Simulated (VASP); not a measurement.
Runs of VASP 6.6.1 on Bi2CS3. The structure is that of space group Amm2 (No. 38), or close to it. The cells are those of the table. 

```tsv
task	cell	k mesh	cutoff (eV)	gap on the mesh (eV)	pressure (GPa)	largest force (eV/Å)
single point	a = 4.033, b = 6.052, c = 6.052 Å, angles 94.4, 90.0, 90.0°, 6 atoms	4 × 4 × 4	520	none	(a)	0.04
single point	a = 4.142, b = 5.980, c = 5.980 Å, angles 95.1, 90.0, 90.0°, 6 atoms	10 × 6 × 6	520	none	0.0	0.02
single point	a = 3.998, b = 6.151, c = 6.151 Å, 6 atoms	4 × 4 × 4	520	none	(b)	2.00
relaxation of cell and atoms	relaxed from a = 3.998, b = 6.151, c = 6.151 Å, 6 atoms	4 × 4 × 4	600	none	0.0	0.01
```

Alike in all rows: level PBE; potentials or basis VASP PAW PBE potentials, release 64 (Bi_d, C, S); no spin polarisation; smearing gaussian 0.1 eV.

Question: Estimate the missing entries.

Answer: (a) 0.1; (b) 3.7.

Caveats: some runs use coarse meshes; spin-orbit coupling is left out, which moves the levels of the heavy elements; forces of over 1 eV/Å act on the atoms, so gaps and moduli don't describe the material at rest (some runs).

A k mesh can miss the band edges, and the runs leave out spin-orbit coupling on Bi.

A gap of «none» marks levels without a gap at the run's occupations.
